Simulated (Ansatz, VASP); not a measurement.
## Te: VASP beside Ansatz

File INCAR:

```
ALGO     = Normal         # electronic algorithm
EDIFF    = 1E-7           # SCF threshold, eV
ENCUT    = 520            # plane-wave cutoff, eV
GGA      = PE             # functional
ISIF     = 2              # what is computed and relaxed
ISMEAR   = -1             # smearing method
LASPH    = T              # aspherical terms in the spheres
LCHARG   = T              # write CHGCAR
LELF     = T              # ELF
LREAL    = F              # projectors in reciprocal space
LVHAR    = T            
LWAVE    = F              # write WAVECAR
NBANDS   = 16             # bands
NELM     = 60             # most SCF steps
PREC     = Accurate       # precision mode
SIGMA    = 0.05           # smearing width, eV
```

KPOINTS

```
k-points
0
Gamma
  7 7 5
```

The input POSCAR:

```
Te
1.0
    4.5302708278      0.0000000000      0.0000000000
   -2.2651354139      3.9233296229      0.0000000000
    0.0000000000      0.0000000000      5.9374277250
Te
3
Direct
    0.2684005468      1.0000000000      0.3333333333
    0.0000000000      0.2684005468      0.6666666667
    0.7315994532      0.7315994532      0.0000000000
```

Input for Ansatz:

```yaml
crystal:
  lattice:
    - [4.5302708278, 0.0, 0.0]
    - [-2.2651354139, 3.9233296229, 0.0]
    - [0.0, 0.0, 5.937427725]
  atoms:
    - { symbol: Te, position: [0.2684005468, 1.0, 0.3333333333] }
    - { symbol: Te, position: [0.0, 0.2684005468, 0.6666666667] }
    - { symbol: Te, position: [0.7315994532, 0.7315994532, 0.0] }
hamiltonian:
  xc: pbe
  pseudopotentials:
    kind: paw
    azcp:
      Te: "pseudopotentials/Te.paw.azcp"
basis:
  ecutwfc: 420
  fft_grid_basis: typed
kpoints:
  mp_grid: { grid: [7, 7, 5], shift: [0, 0, 0] }
magnetization:
  spin_polarized: false
scf:
  occupations: { method: fermi_dirac, width: 0.05 }
  lower_state_search: "off"
output:
  stress: true
  write_density: true
  write_potential: true
  elf: true
  volumetric_format: npy
```

Alike in both runs: task single point; functional PBE; k mesh 7 × 7 × 5; occupations fermi-dirac, width 0.05 eV; no spin polarisation.

```csv
,VASP,Ansatz
version,VASP 6.6.1,Ansatz 0.2.0
potentials or method,"VASP PAW PBE potentials, release 64 (Te), cutoff 520 eV","plane waves (420 eV) with PAW, scalar-relativistic"
valence electrons in the cell,18,48
```

VASP gave:

* pressure (GPa): 0.0
* traceless stress, the component that is largest in VASP (GPa): 0.07

Problem. Estimate Ansatz's values.

Solution. Pressure (GPa): 0.0; traceless stress, the component that is largest in VASP (GPa): 0.06.

VASP's potentials hold 18 valence electrons a cell and Ansatz's 48, so a difference there can come from the potentials and not from the codes.

Spin-orbit coupling is off throughout.
